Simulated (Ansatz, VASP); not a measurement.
**SiNi3: VASP beside Ansatz**

File INCAR:

```
  PREC = Accurate
  ENCUT = 520
  EDIFF = 1E-6
  ISMEAR = 0
  SIGMA = 0.15
  LREAL = False
  LASPH = True
  NELM = 80
  ALGO = Fast
  ISIF = 2
  LWAVE = False
  LCHARG = False
  GGA = PS
  NBANDS = 25
```

The input KPOINTS:

```
regular mesh
0
Gamma
  14 14 14
```

Contents of POSCAR:

```
SiNi3
1.0
    3.4612457600      0.0000000000      0.0000000000
    0.0000000000      3.4612457600      0.0000000000
    0.0000000000      0.0000000000      3.6343080480
Si Ni
1 3
Direct
    0.0000000000      0.0000000000      0.0000000000
    0.0000000000      0.5000000000      0.5000000000
    0.5000000000      0.0000000000      0.5000000000
    0.5000000000      0.5000000000      0.0000000000
```

Input for Ansatz:

```yaml
crystal:
  lattice:
    - [3.46124576, 0.0, 0.0]
    - [0.0, 3.46124576, 0.0]
    - [0.0, 0.0, 3.634308048]
  atoms:
    - { symbol: Si, position: [0.0, 0.0, 0.0] }
    - { symbol: Ni, position: [0.0, 0.5, 0.5] }
    - { symbol: Ni, position: [0.5, 0.0, 0.5] }
    - { symbol: Ni, position: [0.5, 0.5, 0.0] }
basis:
  ecutwfc: 420
kpoints:
  mp_grid: { grid: [14, 14, 14] }
hamiltonian:
  xc: pbesol
scf:
  occupations: { method: gaussian, width: 0.15 }
output:
  forces: true
  stress: true
  eigenvalues: true
```

Change from the starting cell: strain +0.000 along x and y, +0.050 along z, atoms carried along.

Alike in both runs: task single point; functional PBEsol; k mesh 14 × 14 × 14; occupations gaussian, width 0.15 eV; no spin polarisation.

|  | VASP | Ansatz |
| --- | --- | --- |
| version | VASP 6.6.1 | Ansatz 0.2.0 |
| potentials or method | VASP PAW PBE potentials, release 64 (Si, Ni), cutoff 520 eV | scalar-relativistic, plane waves, PAW |
| valence electrons in the cell | 34 | 58 |

Ansatz gave:

```
gap on the k mesh at the Fermi level (eV)                     : none
pressure (GPa)                                                : -10.2
traceless stress, the component that is largest in VASP (GPa) : -5.55
```

**Question.** What did VASP give for the same quantities?

**Answer.** gap on the k mesh at the Fermi level (eV): none; pressure (GPa): -10.0; traceless stress, the component that is largest in VASP (GPa): -5.46.

VASP's potentials were made for PBE, not for PBEsol. A gap of «none» marks a metal or a gap that the smearing closes. VASP's potentials hold 34 valence electrons a cell and Ansatz's 58, so a difference there can come from the potentials and not from the codes.
